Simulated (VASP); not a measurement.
# Ca (Pm-3m) in VASP: notebook

The runs below take Ca through single point, relaxation of cell and atoms, with LDA.

All numbers are computed with VASP 6.6.1; they aren't measurements. Logs are shortened: lines on timing, memory, paths and dates and some standing lists are left out, and cuts for length are marked.

## (1) The cell of the first run

Symmetry: Pm-3m, No. 221, cubic system. Conventional cell: a = 3.413 Å, b = 3.413 Å, c = 3.413 Å, α = 90.00°, β = 90.00°, γ = 90.00°. Within 4.5 Å of Ca (site symmetry m-3m) lie 6 Ca at 3.41 Å.

This isn't the form of Ca at room conditions, which is fcc.

## (2) Single point, LDA (39.77 Å³/atom)

Input file INCAR:

```
  PREC = Accurate
  ENCUT = 520
  EDIFF = 1E-6
  ISMEAR = -1
  SIGMA = 0.1
  LREAL = F
  LASPH = T
  NELM = 100
  ALGO = Normal
  ISIF = 2
  LWAVE = F
  LCHARG = F
  GGA = CA
  NBANDS = 11
```

Input file KPOINTS:

```
regular mesh
0
Gamma
  11 11 11
```

Input file POSCAR:

```
Ca
1.0
    3.4133353610      0.0000000000      0.0000000000
    0.0000000000      3.4133353610      0.0000000000
    0.0000000000      0.0000000000      3.4133353610
Ca
1
Direct
    0.0000000000      0.0000000000      0.0000000000
```

Potentials or basis: VASP PAW LDA potentials, release 64 (Ca_sv).

Run with:

```bash
$ cat potpaw_LDA.64/Ca_sv/POTCAR > POTCAR
$ mpirun -np 1 vasp_std > vasp.out
```

OUTCAR:

```text
PREC = Accurate
   ENCUT = 520
   EDIFF = 1E-6
   ISMEAR = -1
   LREAL = F
   LASPH = T
   NELM = 100
   ISIF = 2
   GGA = CA

 ion  position               nearest neighbor table
   1  0.000  0.000  0.000-

  LATTYP: Found a simple cubic cell.
 ALAT       =     3.4133353610

  Lattice vectors:

 A1 = (   3.4133353610,   0.0000000000,   0.0000000000)
 A2 = (   0.0000000000,   3.4133353610,   0.0000000000)
 A3 = (   0.0000000000,   0.0000000000,   3.4133353610)

Analysis of symmetry for initial positions (statically):
=====================================================================
 Subroutine PRICEL returns:
 Original cell was already a primitive cell.

 Routine SETGRP: Setting up the symmetry group for a
 simple cubic supercell.

 Subroutine GETGRP returns: Found 48 space group operations
 (whereof 48 operations were pure point group operations)
 out of a pool of 48 trial point group operations.

The static configuration has the point symmetry O_h .

Analysis of symmetry for dynamics (positions and initial velocities):
=====================================================================
 Subroutine PRICEL returns:
 Original cell was already a primitive cell.

 Routine SETGRP: Setting up the symmetry group for a
 simple cubic supercell.

 Subroutine GETGRP returns: Found 48 space group operations
 (whereof 48 operations were pure point group operations)
 out of a pool of 48 trial point group operations.

The dynamic configuration has the point symmetry O_h .

 Subroutine INISYM returns: Found 48 space group operations
 (whereof 48 operations are pure point group operations),
 and found     1 'primitive' translations

----------------------------------------------------------------------------------------

                                     Primitive cell

  volume of cell :      39.7683

  direct lattice vectors                    reciprocal lattice vectors
     3.413335361  0.000000000  0.000000000     0.292968576  0.000000000  0.000000000
     0.000000000  3.413335361  0.000000000     0.000000000  0.292968576  0.000000000
     0.000000000  0.000000000  3.413335361     0.000000000  0.000000000  0.292968576

  length of vectors
     3.413335361  3.413335361  3.413335361     0.292968576  0.292968576  0.292968576

  position of ions in fractional coordinates (direct lattice)
     0.000000000  0.000000000  0.000000000

  ion indices of the primitive-cell ions
   primitive index   ion index
                 1           1

----------------------------------------------------------------------------------------

 KPOINTS: regular mesh

Automatic generation of k-mesh.
 Grid dimensions read from file:
 generate k-points for:   11   11   11

 Generating k-lattice:

  Cartesian coordinates                     Fractional coordinates (reciprocal lattice)
     0.026633507  0.000000000  0.000000000     0.090909091  0.000000000  0.000000000
     0.000000000  0.026633507  0.000000000     0.000000000  0.090909091  0.000000000
     0.000000000  0.000000000  0.026633507     0.000000000  0.000000000  0.090909091

  Length of vectors
     0.026633507  0.026633507  0.026633507

  Shift w.r.t. Gamma in fractional coordinates (k-lattice)
     0.000000000  0.000000000  0.000000000

 Subroutine IBZKPT returns following result:
 ===========================================

 Found     56 irreducible k-points:

 Following reciprocal coordinates:
            Coordinates               Weight
  0.000000  0.000000  0.000000      1.000000
  0.090909  0.000000  0.000000      6.000000
  0.181818  0.000000  0.000000      6.000000
  0.272727  0.000000  0.000000      6.000000
  0.363636  0.000000  0.000000      6.000000
  0.454545  0.000000  0.000000      6.000000
[... 16 lines left out ...]
  0.181818  0.090909  0.090909     24.000000
  0.272727  0.090909  0.090909     24.000000
 [... further k-points ...]
   k-points           NKPTS =     56   k-points in BZ     NKDIM =     56   number of bands    NBANDS=     11
   number of dos      NEDOS =    301   number of ions     NIONS =      1
   total plane-waves  NPLWV =  21952
   dimension x,y,z NGX =    28 NGY =   28 NGZ =   28
   dimension x,y,z NGXF=    56 NGYF=   56 NGZF=   56
   ions per type =               1
   NGX,Y,Z   is equivalent  to a cutoff of  13.64, 13.64, 13.64 a.u.
   NGXF,Y,Z  is equivalent  to a cutoff of  27.27, 27.27, 27.27 a.u.
 SYSTEM =  unknown system
   PREC   = accura    normal or accurate (medium, high low for compatibility)
   ISTART =      0    job   : 0-new  1-cont  2-samecut
   ICHARG =      2    charge: 1-file 2-atom 10-const
   ISPIN  =      1    spin polarized calculation?
   LNONCOLLINEAR =      F non collinear calculations
   LSORBIT =      F    spin-orbit coupling
   LASPH  =      T    aspherical Exc in radial PAW
   ENCUT  =  520.0 eV  38.22 Ry    6.18 a.u.   6.35  6.35  6.35*2*pi/ulx,y,z
   NELM   =    100;   NELMIN=  2; NELMDL= -5     # of ELM steps
   EDIFF  = 0.1E-05   stopping-criterion for ELM
   LREAL  =      F    real-space projection
   EDIFFG = 0.1E-04   stopping-criterion for IOM
   NSW    =      0    number of steps for IOM
   IBRION =     -1    ionic relax: 0-MD 1-quasi-New 2-CG
   NFREE  =      0    steps in history (QN), initial steepest desc. (CG)
   ISIF   =      2    stress and relaxation
   ISYM   =      2    0-nonsym 1-usesym 2-fastsym
   POTIM  = 0.5000    time-step for ionic-motion
   TEBEG  =    0.0;   TEEND  =   0.0 temperature during run
   PSTRESS=    0.0 pullay stress
   NELECT =      10.0000    total number of electrons
   NUPDOWN=      -1.0000    fix difference up-down
   EMIN   =  10.00;   EMAX   =-10.00  energy-range for DOS
   EFERMI =   0.00;   METHOD = LEGACY
   ISMEAR =    -1;   SIGMA  =   0.10  broadening in eV -4-tet -1-fermi 0-gaus
   EFERMI_NEDOS =   21; number of points for ismear=-14 and -15
   IALGO  =     38    algorithm
   IMIX   =      4    mixing-type and parameters
     AMIX     =   0.40;   BMIX     =  1.00
     AMIX_MAG =   1.60;   BMIX_MAG =  1.00
  volume/ion in A,a.u.               =      39.77       268.37
  Fermi-wavevector in a.u.,A,eV,Ry     =   1.033307  1.952666 14.527247  1.067723
  Thomas-Fermi vector in A             =   2.167547
   LORBIT       =      0    0 simple, 1 ext, 2 COOP (PROOUT), +10 PAW based schemes
   GGA     = CA    functional components
   LHFCALC =     F    Hartree Fock is set to
   AEXX    =    0.0000 exact exchange contribution
   IVDW    =     0    specifies the selected vdW correction
   LEPSILON=     F    determine dielectric tensor
   LRPA    =     F    only Hartree local field effects (RPA)
 non-spin polarized calculation
  energy-cutoff  :      520.00
  volume of cell :       39.77
 maximum number of plane-waves:      1086
 NGX is ok and might be reduce to    28
   NGX = 13   NGY = 13   NGZ = 13

 number of electron      10.0000001 magnetization

 Free energy of the ion-electron system (eV)
  ---------------------------------------------------
  ext. energy  EPLUGINS =         0.00000000
  ---------------------------------------------------
  free energy    TOTEN  =        -1.83752065 eV

  energy without entropy =       -1.80230703  energy(sigma->0) =       -1.81991384

 E-fermi :   1.8927     XC(G=0):  -8.1346

 val. band max:        1.8697532082   @ k =   0.4545   0.3636   0.2727
 cond. band min:       1.9062473099   @ k =   0.3636   0.3636   0.3636
 fundamental gap:      0.0364941017
 Fermi energy:         1.8926564160

 k-point     1 :       0.0000    0.0000    0.0000
  band No.  band energies     occupation
      1     -39.6672      2.00000
      2     -20.8206      2.00000
      3     -20.8206      2.00000
      4     -20.8206      2.00000
      5      -2.0465      2.00000
      6       2.6089      0.00155
      7       2.6089      0.00155
      8       6.1904      0.00000
      9       6.1904      0.00000
     10       6.1904      0.00000
     11      11.0478      0.00000

 k-point     2 :       0.0909    0.0000    0.0000
  band No.  band energies     occupation
      1     -39.6650      2.00000
      2     -20.8442      2.00000
      3     -20.8187      2.00000
      4     -20.8187      2.00000
      5      -1.9207      2.00000
      6       2.6467      0.00106
      7       2.6587      0.00094
      8       6.0458      0.00000
      9       6.0458      0.00000
     10       6.2001      0.00000
     11      10.2735      0.00000

 k-point     3 :       0.1818    0.0000    0.0000
  band No.  band energies     occupation
      1     -39.6591      2.00000
      2     -20.9070      2.00000
      3     -20.8133      2.00000
      4     -20.8133      2.00000
      5      -1.5552      2.00000
      6       2.7512      0.00037
      7       2.7520      0.00037
      8       5.7035      0.00000
      9       5.7035      0.00000
     10       6.2263      0.00000
     11       9.0029      0.00000

 k-point     4 :       0.2727    0.0000    0.0000
  band No.  band energies     occupation
      1     -39.6514      2.00000
      2     -20.9880      2.00000
      3     -20.8064      2.00000
      4     -20.8064      2.00000
      5      -0.9831      2.00000
      6       2.7144      0.00054
      7       2.8958      0.00009
      8       5.3243      0.00000
      9       5.3243      0.00000
     10       6.2608      0.00000
     11       8.0229      0.00000
[... 239 lines left out ...]
 k-point    22 :       0.0909    0.0909    0.0909
  band No.  band energies     occupation
      1     -39.6606      2.00000
      2     -20.8426      2.00000
      3     -20.8389      2.00000
      4     -20.8389      2.00000
      5      -1.6720      2.00000
      6       2.7471      0.00039
      7       2.7471      0.00039
      8       5.8177      0.00000
      9       5.9418      0.00000
     10       5.9418      0.00000
     11      10.5661      0.00000

 k-point    23 :       0.1818    0.0909    0.0909
  band No.  band energies     occupation
      1     -39.6548      2.00000
      2     -20.9025      2.00000
      3     -20.8356      2.00000
      4     -20.8334      2.00000
      5      -1.3125      2.00000
      6       2.8539      0.00013
      7       2.8629      0.00012
      8       5.4828      0.00000
      9       5.5689      0.00000
     10       5.9591      0.00000
     11       9.3992      0.00000

 k-point    24 :       0.2727    0.0909    0.0909
  band No.  band energies     occupation
      1     -39.6471      2.00000
      2     -20.9829      2.00000
      3     -20.8283      2.00000
      4     -20.8261      2.00000
      5      -0.7505      2.00000
      6       2.8353      0.00016
      7       3.0060      0.00003
      8       5.1519      0.00000
      9       5.1689      0.00000
     10       6.0047      0.00000
     11       8.3471      0.00000

 [... further k-points ...]

------------------------ aborting loop because EDIFF is reached ----------------------------------------

  FORCE on cell =-STRESS in cart. coord.  units (eV):
  Direction    XX          YY          ZZ          XY          YZ          ZX
  --------------------------------------------------------------------------------------
  -------------------------------------------------------------------------------------
  Total       -0.1148683     -0.1148683     -0.1148683      0.0000000     -0.0000000     -0.0000000
  in kB       -4.6277924     -4.6277924     -4.6277924      0.0000000     -0.0000000     -0.0000000
  external PRESSURE =      -4.6277924 kB  Pullay stress =       0.0000000 kB

 VOLUME and BASIS-vectors are now :
 -----------------------------------------------------------------------------
  energy-cutoff  :      520.00
  volume of cell :       39.77
      direct lattice vectors                 reciprocal lattice vectors
     3.413335361  0.000000000  0.000000000     0.292968576  0.000000000  0.000000000
     0.000000000  3.413335361  0.000000000     0.000000000  0.292968576  0.000000000
     0.000000000  0.000000000  3.413335361     0.000000000  0.000000000  0.292968576

 POSITION                                       TOTAL-FORCE (eV/Angst)
 -----------------------------------------------------------------------------------
      0.00000      0.00000      0.00000         0.000000      0.000000      0.000000
 -----------------------------------------------------------------------------------
    total drift:                               -0.000000     -0.000000     -0.000000

  FREE ENERGIE OF THE ION-ELECTRON SYSTEM (eV)
  ---------------------------------------------------
  free  energy   TOTEN  =        -1.8375206508 eV

  energy  without entropy=       -1.8023070348  energy(sigma->0) =       -1.81991384
```

Wall time 25 s (1 thread of Intel Xeon 8259CL, shared host); peak memory 0.15 GiB.

Results:

```yaml
Free_energy: -1.8375 eV
Pressure: -0.5 GPa
Band_gap_on_the_k_mesh: zero (bands 5 and 6 overlap by 0.72 eV)
```

Levels at points of the mesh, in eV from the Fermi level:
```
           k point  band 3  band 4  band 5  band 6  band 7  band 8
(0.00, 0.00, 0.00)  -22.71  -22.71   -3.94    0.72    0.72    4.30
```

(Part 1 of 2 ends here.)
